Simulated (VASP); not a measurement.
# Zn2CdO3 (P4mm) in VASP: further runs, part 2 of 2

VASP 6.6.1. The steps go on from the part before.

**4. Single point, PBE, collinear spin, ferromagnetic start**

This run uses another cell than the first one, of 16.55 Å³/atom.

File INCAR:

```
ALGO     = Normal         # electronic algorithm
EDIFF    = 1E-6           # SCF threshold, eV
ENCUT    = 520            # plane-wave cutoff, eV
GGA      = PE             # functional
ISIF     = 2              # what is computed and relaxed
ISMEAR   = 0              # smearing method
ISPIN    = 2              # spin polarisation
LASPH    = True           # aspherical terms in the spheres
LCHARG   = False          # write CHGCAR
LORBIT   = 11             # projections on sites
LREAL    = False          # projectors in reciprocal space
LWAVE    = False          # write WAVECAR
MAGMOM   = 0 0 0 1 1 1    # initial moments
NBANDS   = 40             # bands
NELM     = 150            # most SCF steps
PREC     = Accurate       # precision mode
SIGMA    = 0.1            # smearing width, eV
```

File KPOINTS:

```
k-points
0
Gamma
  4 4 4
```

File POSCAR:

```
Zn2CdO3
1.0
    4.0456476300      0.0000000000      0.0000000000
    0.0000000000      4.0456476300      0.0000000000
    0.0000000000      0.0000000000      6.0652068700
Zn Cd O
2 1 3
Direct
    0.5000000000      0.5000000000      0.5051124400
    0.0000000000      0.0000000000      0.7009377300
    0.0000000000      0.0000000000      0.0566165800
    0.5000000000      0.0000000000      0.9065484600
    0.0000000000      0.5000000000      0.9065484600
    0.5000000000      0.5000000000      0.1208049700
```

Potentials or basis: VASP PAW PBE potentials, release 64 (Zn, Cd, O).

Command:

```sh
> cat potpaw_PBE.64/Zn/POTCAR potpaw_PBE.64/Cd/POTCAR potpaw_PBE.64/O/POTCAR > POTCAR
> mpirun -np 1 vasp_std > vasp.out
```

OUTCAR:

```text
EDIFF = 1E-6
   ENCUT = 520
   GGA = PE
   ISIF = 2
   ISMEAR = 0
   ISPIN = 2
   LASPH = True
   LORBIT = 11
   LREAL = False
   NELM = 150
   PREC = Accurate

 ion  position               nearest neighbor table
   1  0.500  0.500  0.505-   6 2.33
   2  0.000  0.000  0.701-   3 2.16   4 2.38   5 2.38   5 2.38   4 2.38
   3  0.000  0.000  0.057-   2 2.16   4 2.22   5 2.22   5 2.22   4 2.22
   4  0.500  0.000  0.907-   3 2.22   3 2.22   2 2.38   2 2.38
   5  0.000  0.500  0.907-   3 2.22   3 2.22   2 2.38   2 2.38
   6  0.500  0.500  0.121-   1 2.33

  LATTYP: Found a simple tetragonal cell.
 ALAT       =     4.0456476300
 C/A-ratio  =     1.4991930649

  Lattice vectors:

 A1 = (   4.0456476300,   0.0000000000,   0.0000000000)
 A2 = (   0.0000000000,   4.0456476300,   0.0000000000)
 A3 = (   0.0000000000,   0.0000000000,   6.0652068700)

Analysis of symmetry for initial positions (statically):
=====================================================================
 Subroutine PRICEL returns:
[... 1717 lines left out ...]
  Total       -2.3636539     -2.3636539      5.3492265      0.0000000      0.0000000      0.0000000
  in kB      -38.1480843    -38.1480843     86.3335989      0.0000000      0.0000000      0.0000000
  external PRESSURE =       3.3458101 kB  Pullay stress =       0.0000000 kB

 VOLUME and BASIS-vectors are now :
 -----------------------------------------------------------------------------
  energy-cutoff  :      520.00
  volume of cell :       99.27
      direct lattice vectors                 reciprocal lattice vectors
     4.045647630  0.000000000  0.000000000     0.247179214  0.000000000  0.000000000
     0.000000000  4.045647630  0.000000000     0.000000000  0.247179214  0.000000000
     0.000000000  0.000000000  6.065206870     0.000000000  0.000000000  0.164874838

 POSITION                                       TOTAL-FORCE (eV/Angst)
 -----------------------------------------------------------------------------------
      2.02282      2.02282      3.06361         0.000000     -0.000000     -0.828080
      0.00000      0.00000      4.25133         0.000000      0.000000     -4.455624
      0.00000      0.00000      0.34339         0.000000      0.000000      6.215632
      2.02282      0.00000      5.49840        -0.000000      0.000000     -1.463022
      0.00000      2.02282      5.49840         0.000000      0.000000     -1.463022
      2.02282      2.02282      0.73271         0.000000     -0.000000      1.994115
 -----------------------------------------------------------------------------------
    total drift:                                0.000000      0.000000     -0.000691

  FREE ENERGIE OF THE ION-ELECTRON SYSTEM (eV)
  ---------------------------------------------------
  free  energy   TOTEN  =       -14.8606937209 eV

  energy  without entropy=      -14.8509314538  energy(sigma->0) =      -14.85581259

 total charge

# of ion       s       p       d       tot
------------------------------------------
    1        0.564   0.151   9.757  10.472
    2        0.535   0.307   9.807  10.649
    3        0.381   0.297   9.638  10.315
    4        1.602   3.218   0.000   4.820
    5        1.602   3.218   0.000   4.820
    6        1.624   3.067   0.000   4.691
--------------------------------------------------
tot          6.308  10.257  29.203  45.767

 magnetization (x)

# of ion       s       p       d       tot
------------------------------------------
    1       -0.031  -0.005   0.008  -0.027
    2        0.018  -0.000   0.002   0.019
    3       -0.019  -0.011   0.006  -0.024
    4        0.005   0.487   0.000   0.492
    5        0.005   0.487   0.000   0.492
    6        0.008   0.791   0.000   0.799
--------------------------------------------------
tot         -0.013   1.749   0.016   1.752
```

OSZICAR:

```text
N       E                     dE             d eps       ncg     rms          rms(c)
DAV:   1     0.521731603499E+03    0.52173E+03   -0.25183E+04  2880   0.161E+03
DAV:   2     0.467194849119E+02   -0.47501E+03   -0.44005E+03  3008   0.419E+02
DAV:   3    -0.198530179537E+02   -0.66573E+02   -0.64643E+02  3312   0.147E+02
[... 12 lines left out ...]
DAV:  16    -0.148605907200E+02    0.81257E-04   -0.65516E-04  3176   0.125E-01    0.896E-02
DAV:  17    -0.148606888150E+02   -0.98095E-04   -0.36720E-04  3152   0.936E-02    0.391E-02
DAV:  18    -0.148606908040E+02   -0.19890E-05   -0.39963E-05  3016   0.414E-02    0.180E-02
DAV:  19    -0.148606933733E+02   -0.25693E-05   -0.14730E-05  3176   0.173E-02    0.640E-03
DAV:  20    -0.148606937209E+02   -0.34759E-06   -0.22926E-06  2448   0.119E-02
   1 F= -.14860694E+02 E0= -.14855813E+02  d E =-.976227E-02  mag=     2.0515
```

stdout:

```text
POSCAR found type information on POSCAR ZnCdO
 POSCAR found :  3 types and       6 ions
 scaLAPACK will be used
 LDA part: xc-table for (Slater+PW92), standard interpolation
 POSCAR, INCAR and KPOINTS ok, starting setup
 FFT: planning ... GRIDC
 FFT: planning ... GRID_SOFT
 FFT: planning ... GRID
 WAVECAR not read
 entering main loop
```

Wall time 2.2 min (1 thread of Intel Xeon Platinum 8559C (Emerald Rapids), shared host); peak memory 0.29 GiB.

Results:

| Item | Value |
| --- | --- |
| Free energy | -14.8607 eV |
| Pressure | 0.3 GPa |
| Largest force | 6.216 eV/Å |
| Net moment | 2.05 μB per cell |
| Site moments | Zn -0.03, +0.02; Cd -0.02; O +0.49, +0.80 (each value once) μB |
| Valence electrons inside the program's atomic spheres | Zn 10.47, 10.65; Cd 10.31; O 4.82, 4.69 (each value once) |

Forces on the atoms (eV/Å):
```
Zn   0.000  0.000 -0.828
Zn   0.000  0.000 -4.456
Cd   0.000  0.000  6.216
O    0.000  0.000 -1.463
O    0.000  0.000 -1.463
O    0.000  0.000  1.994
```

Caveat: the k points lie up to 0.39 Å⁻¹ apart; forces of over 1 eV/Å act on the atoms, so gaps and moduli don't describe the material at rest.

**5. Overview**

```tsv
spin	cell	k mesh	gap on the mesh (eV)	pressure (GPa)	moment (μB)	largest force (eV/Å)
off	a = 3.725, b = 3.725, c = 7.035 Å, 6 atoms, atomic positions A	10 × 10 × 6	none	0.7	-	0.10
collinear, ferromagnetic start	a = 3.745, b = 3.745, c = 6.461 Å, 6 atoms, atomic positions B	4 × 4 × 4	none	0.8	0.00	0.10
collinear, ferromagnetic start	a = 4.046, b = 4.046, c = 6.065 Å, 6 atoms, atomic positions C	4 × 4 × 4	none	0.3	2.05	6.22
```

Alike in all rows: task single point; level PBE; potentials or basis VASP PAW PBE potentials, release 64 (Zn, Cd, O); cutoff (eV) 520; smearing gaussian 0.1 eV.

Caveats: some runs use coarse meshes; forces of over 1 eV/Å act on the atoms, so gaps and moduli don't describe the material at rest (at least some runs).

Total energies depend on the potentials used, so only differences within one code and one set of settings carry meaning.
